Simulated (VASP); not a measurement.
# B3Pd (Fd-3m) in VASP: single point with PBE

Aim: the single point of B3Pd with PBE.

Everything below comes from runs of VASP 6.6.1. Logs are shortened: lines on timing, memory, paths and dates and some standing lists are left out, and cuts for length are marked.

## 1. The cell of the first run

It takes space group Fd-3m (No. 227, cubic). Conventional cell: a = 7.301 Å, b = 7.301 Å, c = 7.301 Å, α = 90.00°, β = 90.00°, γ = 90.00°. Within 2.1 Å of B (site symmetry -3m) lie 2 B at 1.58 Å. Within 2.1 Å of B (site symmetry -43m) lie 4 B at 1.58 Å. Pd (site symmetry -43m) has 22 B at 3.03 to 3.65 Å and 4 Pd at 3.16 Å within 4.0 Å.

## 2. Single point, PBE

The input, INCAR:

```
SYSTEM = B3Pd
  PREC = Accurate
  ENCUT = 500
  EDIFF = 1E-6
  ISMEAR = 0
  SIGMA = 0.2
  LREAL = .False.
  LASPH = .True.
  NELM = 120
  ALGO = Normal
  ISIF = 2
  LWAVE = .False.
  LCHARG = .False.
  GGA = PE
  NBANDS = 29
  GGA_COMPAT = .False.
```

The input, KPOINTS:

```
regular mesh
0
Gamma
  4 4 4
  0 0 0
```

The input, POSCAR:

```
B3Pd
1.0
    0.0000000000      3.6503831250      3.6503831250
    3.6503831250      0.0000000000      3.6503831250
    3.6503831250      3.6503831250      0.0000000000
B Pd
6 2
Direct
    0.6250000000      0.6250000000      0.6250000000
    0.6250000000      0.6250000000      0.1250000000
    0.6250000000      0.1250000000      0.6250000000
    0.1250000000      0.6250000000      0.6250000000
    0.7500000000      0.7500000000      0.7500000000
    0.5000000000      0.5000000000      0.5000000000
    0.0000000000      0.0000000000      0.0000000000
    0.2500000000      0.2500000000      0.2500000000
```

Potentials or basis: VASP PAW PBE potentials, release 64 (B, Pd).

On the command line:

```
$ cat potpaw_PBE.64/B/POTCAR potpaw_PBE.64/Pd/POTCAR > POTCAR
$ mpirun -np 1 vasp_std > vasp.out
```

OUTCAR:

```text
SYSTEM = B3Pd
   PREC = Accurate
   ENCUT = 500
   EDIFF = 1E-6
   ISMEAR = 0
   LREAL = .False.
   LASPH = .True.
   NELM = 120
   ISIF = 2
   GGA = PE

 ion  position               nearest neighbor table
   1  0.625  0.625  0.625-   5 1.58   6 1.58
   2  0.625  0.625  0.125-   5 1.58   6 1.58
   3  0.625  0.125  0.625-   5 1.58   6 1.58
   4  0.125  0.625  0.625-   5 1.58   6 1.58
   5  0.750  0.750  0.750-   1 1.58   2 1.58   3 1.58   4 1.58
   6  0.500  0.500  0.500-   1 1.58   2 1.58   3 1.58   4 1.58
   7  0.000  0.000  0.000-   8 3.16   8 3.16   8 3.16   8 3.16
   8  0.250  0.250  0.250-   7 3.16   7 3.16   7 3.16   7 3.16

  LATTYP: Found a face centered cubic cell.
 ALAT       =     7.3007662500

  Lattice vectors:

 A1 = (   0.0000000000,   3.6503831250,   3.6503831250)
 A2 = (   3.6503831250,   0.0000000000,   3.6503831250)
 A3 = (   3.6503831250,   3.6503831250,   0.0000000000)

Analysis of symmetry for initial positions (statically):
=====================================================================
 Subroutine PRICEL returns:
 Original cell was already a primitive cell.

 Routine SETGRP: Setting up the symmetry group for a
 face centered cubic supercell.

 Subroutine GETGRP returns: Found 48 space group operations
 (whereof 24 operations were pure point group operations)
 out of a pool of 48 trial point group operations.

The static configuration has the point symmetry T_d .
 The point group associated with its full space group is O_h .

Analysis of symmetry for dynamics (positions and initial velocities):
=====================================================================
 Subroutine PRICEL returns:
 Original cell was already a primitive cell.

 Routine SETGRP: Setting up the symmetry group for a
 face centered cubic supercell.

 Subroutine GETGRP returns: Found 48 space group operations
 (whereof 24 operations were pure point group operations)
 out of a pool of 48 trial point group operations.

The dynamic configuration has the point symmetry T_d .
 The point group associated with its full space group is O_h .

 Subroutine INISYM returns: Found 48 space group operations
 (whereof 24 operations are pure point group operations),
 and found     1 'primitive' translations

----------------------------------------------------------------------------------------

                                     Primitive cell

  volume of cell :      97.2849

  direct lattice vectors                    reciprocal lattice vectors
     0.000000000  3.650383125  3.650383125    -0.136971924  0.136971924  0.136971924
     3.650383125  0.000000000  3.650383125     0.136971924 -0.136971924  0.136971924
     3.650383125  3.650383125  0.000000000     0.136971924  0.136971924 -0.136971924

  length of vectors
     5.162421323  5.162421323  5.162421323     0.237242332  0.237242332  0.237242332

  position of ions in fractional coordinates (direct lattice)
     0.625000000  0.625000000  0.625000000
     0.625000000  0.625000000  0.125000000
     0.625000000  0.125000000  0.625000000
     0.125000000  0.625000000  0.625000000
     0.750000000  0.750000000  0.750000000
     0.500000000  0.500000000  0.500000000
     0.000000000  0.000000000  0.000000000
     0.250000000  0.250000000  0.250000000

  ion indices of the primitive-cell ions
   primitive index   ion index
                 1           1
                 2           2
                 3           3
                 4           4
                 5           5
                 6           6
                 7           7
                 8           8

----------------------------------------------------------------------------------------

 KPOINTS: regular mesh

Automatic generation of k-mesh.
 Grid dimensions read from file:
 generate k-points for:    4    4    4

 Generating k-lattice:

  Cartesian coordinates                     Fractional coordinates (reciprocal lattice)
    -0.034242981  0.034242981  0.034242981     0.250000000  0.000000000  0.000000000
     0.034242981 -0.034242981  0.034242981     0.000000000  0.250000000  0.000000000
     0.034242981  0.034242981 -0.034242981     0.000000000  0.000000000  0.250000000

  Length of vectors
     0.059310583  0.059310583  0.059310583

  Shift w.r.t. Gamma in fractional coordinates (k-lattice)
     0.000000000  0.000000000  0.000000000

 Subroutine IBZKPT returns following result:
 ===========================================

 Found      8 irreducible k-points:

 Following reciprocal coordinates:
            Coordinates               Weight
  0.000000  0.000000  0.000000      1.000000
  0.250000  0.000000  0.000000      8.000000
  0.500000  0.000000  0.000000      4.000000
  0.250000  0.250000  0.000000      6.000000
  0.500000  0.250000  0.000000     24.000000
 -0.250000  0.250000  0.000000     12.000000
  0.500000  0.500000  0.000000      3.000000
 -0.250000  0.500000  0.250000      6.000000
   k-points           NKPTS =      8   k-points in BZ     NKDIM =      8   number of bands    NBANDS=     29
   number of dos      NEDOS =    301   number of ions     NIONS =      8
   total plane-waves  NPLWV =  64000
   dimension x,y,z NGX =    40 NGY =   40 NGZ =   40
   dimension x,y,z NGXF=    80 NGYF=   80 NGZF=   80
   ions per type =               6   2
   NGX,Y,Z   is equivalent  to a cutoff of  12.88, 12.88, 12.88 a.u.
   NGXF,Y,Z  is equivalent  to a cutoff of  25.76, 25.76, 25.76 a.u.
 SYSTEM =  B3Pd
   PREC   = accura    normal or accurate (medium, high low for compatibility)
   ISTART =      0    job   : 0-new  1-cont  2-samecut
   ICHARG =      2    charge: 1-file 2-atom 10-const
   ISPIN  =      1    spin polarized calculation?
   LNONCOLLINEAR =      F non collinear calculations
   LSORBIT =      F    spin-orbit coupling
   LASPH  =      T    aspherical Exc in radial PAW
   ENCUT  =  500.0 eV  36.75 Ry    6.06 a.u.   9.41  9.41  9.41*2*pi/ulx,y,z
   NELM   =    120;   NELMIN=  2; NELMDL= -5     # of ELM steps
   EDIFF  = 0.1E-05   stopping-criterion for ELM
   LREAL  =      F    real-space projection
   EDIFFG = 0.1E-04   stopping-criterion for IOM
   NSW    =      0    number of steps for IOM
   IBRION =     -1    ionic relax: 0-MD 1-quasi-New 2-CG
   NFREE  =      0    steps in history (QN), initial steepest desc. (CG)
   ISIF   =      2    stress and relaxation
   ISYM   =      2    0-nonsym 1-usesym 2-fastsym
   POTIM  = 0.5000    time-step for ionic-motion
   TEBEG  =    0.0;   TEEND  =   0.0 temperature during run
   PSTRESS=    0.0 pullay stress
   NELECT =      38.0000    total number of electrons
   NUPDOWN=      -1.0000    fix difference up-down
   EMIN   =  10.00;   EMAX   =-10.00  energy-range for DOS
   EFERMI =   0.00;   METHOD = LEGACY
   ISMEAR =     0;   SIGMA  =   0.20  broadening in eV -4-tet -1-fermi 0-gaus
   EFERMI_NEDOS =   21; number of points for ismear=-14 and -15
   IALGO  =     38    algorithm
   IMIX   =      4    mixing-type and parameters
     AMIX     =   0.40;   BMIX     =  1.00
     AMIX_MAG =   1.60;   BMIX_MAG =  1.00
  volume/ion in A,a.u.               =      12.16        82.06
  Fermi-wavevector in a.u.,A,eV,Ry     =   1.196706  2.261447 19.484985  1.432106
  Thomas-Fermi vector in A             =   2.332640
   LORBIT       =      0    0 simple, 1 ext, 2 COOP (PROOUT), +10 PAW based schemes
   GGA     = PE    functional components
   LHFCALC =     F    Hartree Fock is set to
   AEXX    =    0.0000 exact exchange contribution
   IVDW    =     0    specifies the selected vdW correction
   LEPSILON=     F    determine dielectric tensor
   LRPA    =     F    only Hartree local field effects (RPA)
 non-spin polarized calculation
 Gauss-broadening in eV      SIGMA  =   0.20
  energy-cutoff  :      500.00
  volume of cell :       97.28
 maximum number of plane-waves:      2488
 NGX is ok and might be reduce to    40
   NGX = 19   NGY = 19   NGZ = 19

 number of electron      38.0000006 magnetization

 Free energy of the ion-electron system (eV)
  ---------------------------------------------------
  ext. energy  EPLUGINS =         0.00000000
  ---------------------------------------------------
  free energy    TOTEN  =       -42.19128529 eV

  energy without entropy =      -42.12315956  energy(sigma->0) =      -42.15722243

 E-fermi :   4.8942     XC(G=0): -10.8084

 val. band max:        4.7804821147   @ k =   0.5000   0.0000   0.0000
 cond. band min:       4.9571932633   @ k =  -0.2500   0.2500   0.0000
 fundamental gap:      0.1767111486
 Fermi energy:         4.8942457777

 k-point     1 :       0.0000    0.0000    0.0000
  band No.  band energies     occupation
      1      -7.4561      2.00000
      2      -4.1908      2.00000
      3      -1.3581      2.00000
      4      -1.3581      2.00000
      5      -1.3581      2.00000
      6      -0.4364      2.00000
[... 21 lines left out ...]
     28      10.2909      0.00000
     29      10.2909      0.00000

 k-point     2 :       0.2500    0.0000    0.0000
  band No.  band energies     occupation
      1      -7.1721      2.00000
      2      -4.7612      2.00000
      3      -1.7754      2.00000
      4      -1.7232      2.00000
      5      -1.7232      2.00000
      6      -0.0171      2.00000
[... 21 lines left out ...]
     28      10.3397      0.00000
     29      11.0240      0.00000

 k-point     3 :       0.5000    0.0000    0.0000
  band No.  band energies     occupation
      1      -6.7186      2.00000
      2      -5.4525      2.00000
      3      -2.0294      2.00000
      4      -1.9547      2.00000
      5      -1.9547      2.00000
      6       0.3021      2.00000
[... 21 lines left out ...]
     28      10.3899      0.00000
     29      12.1160      0.00000

 k-point     4 :       0.2500    0.2500    0.0000
  band No.  band energies     occupation
      1      -7.0719      2.00000
      2      -4.9187      2.00000
      3      -1.9954      2.00000
      4      -1.9954      2.00000
      5      -1.0105      2.00000
      6      -0.8012      2.00000
[... 21 lines left out ...]
     28       9.6833      0.00000
     29      10.6943      0.00000

 k-point     5 :       0.5000    0.2500    0.0000
  band No.  band energies     occupation
      1      -6.5664      2.00000
      2      -5.5947      2.00000
      3      -2.5816      2.00000
      4      -2.1576      2.00000
      5      -0.9877      2.00000
      6      -0.1333      2.00000
[... 21 lines left out ...]
     28       9.7690      0.00000
     29      11.4467      0.00000

 k-point     6 :      -0.2500    0.2500    0.0000
  band No.  band energies     occupation
      1      -6.7684      2.00000
      2      -5.3392      2.00000
      3      -2.6054      2.00000
      4      -1.9499      2.00000
      5      -1.1658      2.00000
      6       0.2834      2.00000
[... 21 lines left out ...]
     28       9.8640      0.00000
     29      11.0082      0.00000

 k-point     7 :       0.5000    0.5000    0.0000
  band No.  band energies     occupation
      1      -6.1085      2.00000
      2      -6.1085      2.00000
      3      -2.3160      2.00000
      4      -2.3160      2.00000
      5      -0.8127      2.00000
      6      -0.8127      2.00000
[... 21 lines left out ...]
     28       9.9033      0.00000
     29      12.1970      0.00000

 k-point     8 :      -0.2500    0.5000    0.2500
  band No.  band energies     occupation
      1      -6.0911      2.00000
      2      -6.0911      2.00000
      3      -2.5553      2.00000
      4      -2.5553      2.00000
      5      -0.2811      2.00000
      6      -0.2811      2.00000
[... 21 lines left out ...]
     28      10.0699      0.00000
     29      11.1609      0.00000

------------------------ aborting loop because EDIFF is reached ----------------------------------------

  FORCE on cell =-STRESS in cart. coord.  units (eV):
  Direction    XX          YY          ZZ          XY          YZ          ZX
  --------------------------------------------------------------------------------------
  -------------------------------------------------------------------------------------
  Total        0.0347823      0.0347823      0.0347823      0.0000000      0.0000000      0.0000000
  in kB        0.5728277      0.5728277      0.5728277      0.0000000      0.0000000      0.0000000
  external PRESSURE =       0.5728277 kB  Pullay stress =       0.0000000 kB

 VOLUME and BASIS-vectors are now :
 -----------------------------------------------------------------------------
  energy-cutoff  :      500.00
  volume of cell :       97.28
      direct lattice vectors                 reciprocal lattice vectors
     0.000000000  3.650383125  3.650383125    -0.136971924  0.136971924  0.136971924
     3.650383125  0.000000000  3.650383125     0.136971924 -0.136971924  0.136971924
     3.650383125  3.650383125  0.000000000     0.136971924  0.136971924 -0.136971924

 POSITION                                       TOTAL-FORCE (eV/Angst)
 -----------------------------------------------------------------------------------
      4.56298      4.56298      4.56298         0.000000     -0.000000     -0.000000
      2.73779      2.73779      4.56298         0.000000     -0.000000     -0.000000
      2.73779      4.56298      2.73779         0.000000     -0.000000     -0.000000
      4.56298      2.73779      2.73779         0.000000     -0.000000     -0.000000
      5.47557      5.47557      5.47557         0.000000      0.000000     -0.000000
      3.65038      3.65038      3.65038        -0.000000     -0.000000     -0.000000
      0.00000      0.00000      0.00000        -0.000000     -0.000000     -0.000000
      1.82519      1.82519      1.82519         0.000000      0.000000      0.000000
 -----------------------------------------------------------------------------------
    total drift:                               -0.000000     -0.000000      0.000000

  FREE ENERGIE OF THE ION-ELECTRON SYSTEM (eV)
  ---------------------------------------------------
  free  energy   TOTEN  =       -42.1912852942 eV

  energy  without entropy=      -42.1231595590  energy(sigma->0) =      -42.15722243
```

Run time: 16 s. Hardware: 1 thread of Intel Xeon 6975P-C (Granite Rapids), shared host; peak memory 0.23 GiB.

What came out:

```yaml
Free_energy: -42.1913 eV
Pressure: 0.1 GPa
Band_gap_on_the_k_mesh: zero (band 19 reaches 5.10 eV, above the bottom of band 20 at 4.53 eV)
```

Caveat: the k points lie up to 0.37 Å⁻¹ apart.
